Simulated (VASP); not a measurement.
# H15C3N2 in VASP: further runs

The runs below take H15C3N2 through single point, relaxation of the atoms, with r2SCAN.

All numbers are computed with VASP 6.6.1; they aren't measurements. Logs are shortened: lines on timing, memory, paths and dates and some standing lists are left out, and cuts for length are marked.

## Step 1: The cell of the first run

The cell holds a disordered packing, 40 atoms: a = 8.250 Å, b = 8.250 Å, c = 8.250 Å, α = 90.00°, β = 90.00°, γ = 90.00°.

## Step 2: Single point, r2SCAN

POSCAR

```
H15C3N2
1.0
    8.2504130000      0.0000000000      0.0000000000
    0.0000000000      8.2504130000      0.0000000000
    0.0000000000      0.0000000000      8.2504130000
C H N
6 30 4
Direct
    0.0747223544      0.1093617649      0.7355180837
    0.2380431634      0.1360484979      0.8175968146
    0.5880915738      0.3258608688      0.4043154421
    0.4682477649      0.1853718918      0.4065793291
    0.5021094000      0.4554021700      1.0162750260
    0.4474715660      0.5579052693      0.8734480418
    0.0159900695      0.2239262093      0.7063529905
    0.0877167040      0.0424930990      0.6220944583
   -0.0064306186      0.0399464491      0.8134539094
    0.2955385819      0.0214958625      0.8507981260
    0.3214940779      0.2021128908      0.7394911955
    0.2251720439      0.2080621578      0.9276377416
    0.5308670627      0.4365120207      0.3611095728
    0.6368381832      0.3493860845      0.5252086041
    0.6892156414      0.2993121867      0.3228655315
    0.5246405445      0.0752186116      0.4541347461
    0.3630867797      0.2117585838      0.4821012148
    0.4235320166      0.1591025037      0.2845615587
    0.6150282744      0.5009429978      1.0683060666
    0.4123566047      0.4593579013      1.1129413819
    0.5209403652      0.3286919645      0.9823059856
    0.3317407002      0.5148143483      0.8262340604
    0.4310781265      0.6832768610      0.9121375453
    0.5351768378      0.5551539271      0.7743829567
    0.9969342061      0.5671448021      0.4819141779
    1.0792507646      0.3890590640      0.4543724908
    0.8862646731      0.4100143870      0.4350388591
    0.4701711041      0.8929417828      0.2196416073
    0.3268305217      0.8099319551      0.3243932427
    0.5077513715      0.7328817377      0.3257300652
    0.0196786305      0.2924468718      0.1278654297
    0.0542310975      0.0987258503      0.1183559831
   -0.1226844986      0.1686042600      0.0755651932
    0.7930050740      0.8317235156      0.8666269024
    0.9515051020      0.7247387167      0.8208515057
    0.8011054023      0.6422062405      0.9157472879
    0.9818936309      0.4464138109      0.5033042919
    0.4234596696      0.7843938239      0.2528514374
   -0.0293192072      0.1821640299      0.1544335406
    0.8686132397      0.7447042294      0.9094399019
```

INCAR.step1

```
SYSTEM = H15C3N2
PREC = Accurate ; ENCUT = 520
ISMEAR = -1 ; SIGMA = 0.02
LREAL = Auto ; LASPH = .TRUE.
NELM = 60 ; NBANDS = 63
GGA = PE ; ALGO = Normal
EDIFF = 1E-4 ; LWAVE = .TRUE.
LCHARG = .FALSE.
```

INCAR.step2

```
SYSTEM = H15C3N2
PREC = Accurate ; ENCUT = 520
EDIFF = 1E-6 ; ISMEAR = -1
SIGMA = 0.02 ; LREAL = Auto
LASPH = .TRUE. ; NELM = 60
ALGO = Normal ; ISIF = 2
LWAVE = .FALSE. ; LCHARG = .FALSE.
METAGGA = R2SCAN ; LMIXTAU = .TRUE.
NBANDS = 63 ; ISTART = 1
```

KPOINTS

```
regular mesh
0
G
  1 1 1
  0 0 0
```

Potentials or basis: VASP PAW PBE potentials, release 64 (C, H, N).

Started as:

```console
$ cat potpaw_PBE.64/C/POTCAR potpaw_PBE.64/H/POTCAR potpaw_PBE.64/N/POTCAR > POTCAR
$ cp INCAR.step1 INCAR
$ mpirun -np 1 vasp_gam > vasp.out
$ cp INCAR.step2 INCAR
$ mpirun -np 1 vasp_gam > vasp.out
```

OUTCAR:

```text
SYSTEM = H15C3N2
   PREC = Accurate
   ENCUT = 520
   EDIFF = 1E-6
   ISMEAR = -1
   LREAL = Auto
   LASPH = .TRUE.
   NELM = 60
   ISIF = 2
   METAGGA = R2SCAN
   ISTART = 1

 ion  position               nearest neighbor table
   1  0.075  0.109  0.736-   7 1.09   9 1.09   8 1.09   2 1.52
   2  0.238  0.136  0.818-  11 1.09  12 1.09  10 1.09   1 1.52
   3  0.588  0.326  0.404-  13 1.09  14 1.09  15 1.09   4 1.52
   4  0.468  0.185  0.407-  17 1.09  16 1.09  18 1.09   3 1.52
   5  0.502  0.455  0.016-  20 1.09  19 1.09  21 1.09   6 1.52
   6  0.447  0.558  0.873-  22 1.09  23 1.09  24 1.09   5 1.52
   7  0.016  0.224  0.706-   1 1.09
   8  0.088  0.042  0.622-   1 1.09
   9  0.994  0.040  0.813-   1 1.09
  10  0.296  0.021  0.851-   2 1.09
  11  0.321  0.202  0.739-   2 1.09
  12  0.225  0.208  0.928-   2 1.09
[... 22 lines left out ...]
  35  0.952  0.725  0.821-  40 1.01
  36  0.801  0.642  0.916-  40 1.01
  37  0.982  0.446  0.503-  27 1.01  26 1.02  25 1.02
  38  0.423  0.784  0.253-  28 1.01  30 1.01  29 1.01
  39  0.971  0.182  0.154-  33 1.01  32 1.02  31 1.02
  40  0.869  0.745  0.909-  36 1.01  35 1.01  34 1.01

  LATTYP: Found a simple cubic cell.
 ALAT       =     8.2504130000

  Lattice vectors:

 A1 = (   8.2504130000,   0.0000000000,   0.0000000000)
 A2 = (   0.0000000000,   8.2504130000,   0.0000000000)
 A3 = (   0.0000000000,   0.0000000000,   8.2504130000)

Analysis of symmetry for initial positions (statically):
=====================================================================
 Subroutine PRICEL returns:
 Original cell was already a primitive cell.

 Routine SETGRP: Setting up the symmetry group for a
 simple cubic supercell.

 Subroutine GETGRP returns: Found  1 space group operations
 (whereof  1 operations were pure point group operations)
 out of a pool of 48 trial point group operations.

The static configuration has the point symmetry C_1 .

Analysis of symmetry for dynamics (positions and initial velocities):
=====================================================================
 Subroutine PRICEL returns:
 Original cell was already a primitive cell.

 Routine SETGRP: Setting up the symmetry group for a
 simple cubic supercell.

 Subroutine GETGRP returns: Found  1 space group operations
 (whereof  1 operations were pure point group operations)
 out of a pool of 48 trial point group operations.

The dynamic configuration has the point symmetry C_1 .

 Subroutine INISYM returns: Found  1 space group operations
 (whereof  1 operations are pure point group operations),
 and found     1 'primitive' translations

----------------------------------------------------------------------------------------

                                     Primitive cell

  volume of cell :     561.6000

  direct lattice vectors                    reciprocal lattice vectors
     8.250413000  0.000000000  0.000000000     0.121206054  0.000000000  0.000000000
     0.000000000  8.250413000  0.000000000     0.000000000  0.121206054  0.000000000
     0.000000000  0.000000000  8.250413000     0.000000000  0.000000000  0.121206054

  length of vectors
     8.250413000  8.250413000  8.250413000     0.121206054  0.121206054  0.121206054

  position of ions in fractional coordinates (direct lattice)
     0.074722354  0.109361765  0.735518084
     0.238043163  0.136048498  0.817596815
     0.588091574  0.325860869  0.404315442
     0.468247765  0.185371892  0.406579329
     0.502109400  0.455402170  0.016275026
     0.447471566  0.557905269  0.873448042
[... 32 lines left out ...]
     0.970680793  0.182164030  0.154433541
     0.868613240  0.744704229  0.909439902

  ion indices of the primitive-cell ions
   primitive index   ion index
                 1           1
                 2           2
                 3           3
                 4           4
                 5           5
                 6           6
[... 32 lines left out ...]
                39          39
                40          40

----------------------------------------------------------------------------------------

 KPOINTS: regular mesh

Automatic generation of k-mesh.
 Grid dimensions read from file:
 generate k-points for:    1    1    1

 Generating k-lattice:

  Cartesian coordinates                     Fractional coordinates (reciprocal lattice)
     0.121206054  0.000000000  0.000000000     1.000000000  0.000000000  0.000000000
     0.000000000  0.121206054  0.000000000     0.000000000  1.000000000  0.000000000
     0.000000000  0.000000000  0.121206054     0.000000000  0.000000000  1.000000000

  Length of vectors
     0.121206054  0.121206054  0.121206054

  Shift w.r.t. Gamma in fractional coordinates (k-lattice)
     0.000000000  0.000000000  0.000000000

 Subroutine IBZKPT returns following result:
 ===========================================

 Found      1 irreducible k-points:

 Following reciprocal coordinates:
            Coordinates               Weight
  0.000000  0.000000  0.000000      1.000000
   k-points           NKPTS =      1   k-points in BZ     NKDIM =      1   number of bands    NBANDS=     63
   number of dos      NEDOS =    301   number of ions     NIONS =     40
   total plane-waves  NPLWV = 262144
   dimension x,y,z NGX =    64 NGY =   64 NGZ =   64
   dimension x,y,z NGXF=   128 NGYF=  128 NGZF=  128
   ions per type =               6  30   4
   NGX,Y,Z   is equivalent  to a cutoff of  12.90, 12.90, 12.90 a.u.
   NGXF,Y,Z  is equivalent  to a cutoff of  25.79, 25.79, 25.79 a.u.
 SYSTEM =  H15C3N2
   PREC   = accura    normal or accurate (medium, high low for compatibility)
   ISTART =      1    job   : 0-new  1-cont  2-samecut
   ICHARG =      0    charge: 1-file 2-atom 10-const
   ISPIN  =      1    spin polarized calculation?
   LNONCOLLINEAR =      F non collinear calculations
   LSORBIT =      F    spin-orbit coupling
   LASPH  =      T    aspherical Exc in radial PAW
   ENCUT  =  520.0 eV  38.22 Ry    6.18 a.u.  15.34 15.34 15.34*2*pi/ulx,y,z
   NELM   =     60;   NELMIN=  2; NELMDL=  0     # of ELM steps
   EDIFF  = 0.1E-05   stopping-criterion for ELM
   LREAL  =      T    real-space projection
   EDIFFG = 0.1E-04   stopping-criterion for IOM
   NSW    =      0    number of steps for IOM
   IBRION =     -1    ionic relax: 0-MD 1-quasi-New 2-CG
   NFREE  =      0    steps in history (QN), initial steepest desc. (CG)
   ISIF   =      2    stress and relaxation
   ISYM   =      2    0-nonsym 1-usesym 2-fastsym
   POTIM  = 0.5000    time-step for ionic-motion
   TEBEG  =    0.0;   TEEND  =   0.0 temperature during run
   PSTRESS=    0.0 pullay stress
   NELECT =      74.0000    total number of electrons
   NUPDOWN=      -1.0000    fix difference up-down
   EMIN   =  10.00;   EMAX   =-10.00  energy-range for DOS
   EFERMI =   0.00;   METHOD = LEGACY
   ISMEAR =    -1;   SIGMA  =   0.02  broadening in eV -4-tet -1-fermi 0-gaus
   EFERMI_NEDOS =   21; number of points for ismear=-14 and -15
   IALGO  =     38    algorithm
   IMIX   =      4    mixing-type and parameters
     AMIX     =   0.40;   BMIX     =  1.00
     AMIX_MAG =   1.60;   BMIX_MAG =  1.00
  volume/ion in A,a.u.               =      14.04        94.75
  Fermi-wavevector in a.u.,A,eV,Ry     =   0.833060  1.574255  9.442297  0.693989
  Thomas-Fermi vector in A             =   1.946221
   LORBIT       =      0    0 simple, 1 ext, 2 COOP (PROOUT), +10 PAW based schemes
   METAGGA = R2SCAN    functional components
   LHFCALC =     F    Hartree Fock is set to
   AEXX    =    0.0000 exact exchange contribution
   IVDW    =     0    specifies the selected vdW correction
   LEPSILON=     F    determine dielectric tensor
   LRPA    =     F    only Hartree local field effects (RPA)
 non-spin polarized calculation
  energy-cutoff  :      520.00
  volume of cell :      561.60
 maximum number of plane-waves:      7602
 NGX is ok and might be reduce to    64
   NGX = 31   NGY = 31   NGZ = 31

 number of electron      74.0000000 magnetization

 Free energy of the ion-electron system (eV)
  ---------------------------------------------------
  ext. energy  EPLUGINS =         0.00000000
  ---------------------------------------------------
  free energy    TOTEN  =      -209.17071520 eV

  energy without entropy =     -209.17071520  energy(sigma->0) =     -209.17071520

 E-fermi :  -3.7969     XC(G=0):  -5.2200

 val. band max:       -4.3620727982   @ k =   0.0000   0.0000   0.0000
 cond. band min:       0.6492489735   @ k =   0.0000   0.0000   0.0000
 fundamental gap:      5.0113217717
 Fermi energy:        -3.7969422542

 k-point     1 :       0.0000    0.0000    0.0000
  band No.  band energies     occupation
      1     -20.4240      2.00000
      2     -20.3576      2.00000
      3     -20.2881      2.00000
      4     -20.2043      2.00000
      5     -17.7728      2.00000
      6     -17.5512      2.00000
[... 41 lines left out ...]
     48       4.2313      0.00000
     49       4.3360      0.00000
 [bands above 49 left out]

------------------------ aborting loop because EDIFF is reached ----------------------------------------

  FORCE on cell =-STRESS in cart. coord.  units (eV):
  Direction    XX          YY          ZZ          XY          YZ          ZX
  --------------------------------------------------------------------------------------
  -------------------------------------------------------------------------------------
  Total        0.2204186      0.1441646      0.7869609      0.0578870     -0.2084792     -0.1262978
  in kB        0.6288278      0.4112843      2.2451049      0.1651448     -0.5947660     -0.3603125
  external PRESSURE =       1.0950723 kB  Pullay stress =       0.0000000 kB

 VOLUME and BASIS-vectors are now :
 -----------------------------------------------------------------------------
  energy-cutoff  :      520.00
  volume of cell :      561.60
      direct lattice vectors                 reciprocal lattice vectors
     8.250413000  0.000000000  0.000000000     0.121206054  0.000000000  0.000000000
     0.000000000  8.250413000  0.000000000     0.000000000  0.121206054  0.000000000
     0.000000000  0.000000000  8.250413000     0.000000000  0.000000000  0.121206054

 POSITION                                       TOTAL-FORCE (eV/Angst)
 -----------------------------------------------------------------------------------
      0.61649      0.90228      6.06833         0.037380     -0.022365      0.033896
      1.96395      1.12246      6.74551        -0.049365     -0.035362     -0.004248
      4.85200      2.68849      3.33577        -0.018531     -0.080407      0.056445
      3.86324      1.52939      3.35445         0.062869      0.003855     -0.079174
      4.14261      3.75726      0.13428         0.056320     -0.068669     -0.033690
      3.69183      4.60295      7.20631        -0.011898      0.016378      0.023267
[... 32 lines left out ...]
      8.00852      1.50293      1.27414         0.122321      0.086498     -0.028632
      7.16642      6.14412      7.50325        -0.008785      0.035821      0.026523
 -----------------------------------------------------------------------------------
    total drift:                               -0.004244     -0.003990     -0.000701

  FREE ENERGIE OF THE ION-ELECTRON SYSTEM (eV)
  ---------------------------------------------------
  free  energy   TOTEN  =      -209.1707151958 eV

  energy  without entropy=     -209.1707151958  energy(sigma->0) =     -209.17071520
```

It took 5.1 min on 1 thread of Intel Xeon Platinum 8259CL at 2.50GHz (Skylake/Cascade Lake), shared host; peak memory 0.6 GiB.

Results:

* Free energy: -209.1707 eV
* Pressure: 0.1 GPa
* Largest force: 0.241 eV/Å
* Band gap on the k mesh: 5.01 eV

Forces in eV/Å, atoms in the order of the input:
```
C    0.037 -0.022  0.034
C   -0.049 -0.035 -0.004
C   -0.019 -0.080  0.056
C    0.063  0.004 -0.079
C    0.056 -0.069 -0.034
C   -0.012  0.016  0.023
H   -0.018  0.076 -0.003
H    0.038 -0.061 -0.063
H   -0.008 -0.048  0.039
H    0.025 -0.033  0.004
H    0.071  0.017 -0.063
H   -0.021  0.021  0.073
H   -0.061  0.104 -0.004
H    0.005 -0.029  0.006
H    0.015 -0.029  0.041
H   -0.034  0.017 -0.029
H   -0.059  0.025  0.034
H    0.012  0.021  0.009
H    0.034 -0.003  0.012
H   -0.059 -0.004  0.034
H    0.008 -0.020 -0.032
H   -0.061 -0.012 -0.074
H   -0.006  0.048 -0.025
H    0.035  0.003 -0.049
H   -0.003 -0.171 -0.038
H    0.024  0.039  0.028
H    0.011  0.010  0.024
H    0.037  0.061 -0.032
H   -0.047  0.011  0.038
H    0.065 -0.054  0.064
H   -0.030 -0.102  0.036
H   -0.080  0.052  0.099
H   -0.096 -0.010 -0.008
H   -0.029  0.015 -0.028
H    0.053 -0.002 -0.021
H   -0.031 -0.060  0.018
N    0.063  0.229 -0.039
N   -0.045 -0.048 -0.044
N    0.122  0.086 -0.029
N   -0.009  0.036  0.027
```

Stress tensor (GPa, compression positive):
```
 0.06  0.02 -0.04
 0.02  0.04 -0.06
-0.04 -0.06  0.22
```

Levels at points of the mesh, in eV from the valence-band top:
```csv
k point,band 35,band 36,band 37,band 38,band 39,band 40
"(0.00, 0.00, 0.00)",-0.22,-0.17,0.00,5.01,6.67,6.88
```

Caveat: the k points lie up to 0.76 Å⁻¹ apart; the PAW data sets were made with another functional, which shifts forces and pressure a little.

[end of part 1 of 2]
